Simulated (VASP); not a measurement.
Input of a VASP 6.6.1 run:

INCAR

```
PREC     = Accurate       # precision mode
ENCUT    = 520            # plane-wave cutoff, eV
EDIFF    = 1E-7           # SCF threshold, eV
ISMEAR   = 0              # smearing method
SIGMA    = 0.01           # smearing width, eV
LREAL    = F              # projectors in reciprocal space
LASPH    = T              # aspherical terms in the spheres
NELM     = 100            # most SCF steps
ALGO     = Normal         # electronic algorithm
ISIF     = 2              # what is computed and relaxed
LWAVE    = F              # write WAVECAR
LCHARG   = F              # write CHGCAR
GGA      = PS             # functional
NBANDS   = 22             # bands
```

File KPOINTS:

```
regular mesh
0
Gamma
  6 6 2
```

POSCAR

```
Cl
1.0
    3.1252371057     -2.0072452166      0.0000000000
    3.1252371057      2.0072452166      0.0000000000
    0.0000000000      0.0000000000      8.1465598679
Cl
4
Direct
    0.8756350467      0.1243649533      0.6074783337
    0.1243649533      0.8756350467      0.3925216663
    0.6243649533      0.3756350467      0.1074783337
    0.3756350467      0.6243649533      0.8925216663
```

Potentials or basis: VASP PAW PBE potentials, release 64 (Cl).

The run is started by

```sh
$ cat potpaw_PBE.64/Cl/POTCAR > POTCAR
$ mpirun -np 1 vasp_std > vasp.out
```

Q: What does it give for the pressure?

A: -0.2 GPa.

Q: Predict the largest force.

A: 0.060 eV/Å.

Q: Predict the band gap on the k mesh.

A: 2.18 eV.

Forces on the atoms (eV/Å):
```
Cl   0.000 -0.057 -0.021
Cl   0.000  0.057  0.021
Cl   0.000  0.057 -0.021
Cl   0.000 -0.057  0.021
```

Caveat: this functional lacks dispersion, which holds the molecules together, so the pressure and a relaxed volume are unreliable; the PAW data sets were made with another functional, which shifts forces and pressure a little. A k mesh can miss the band edges.
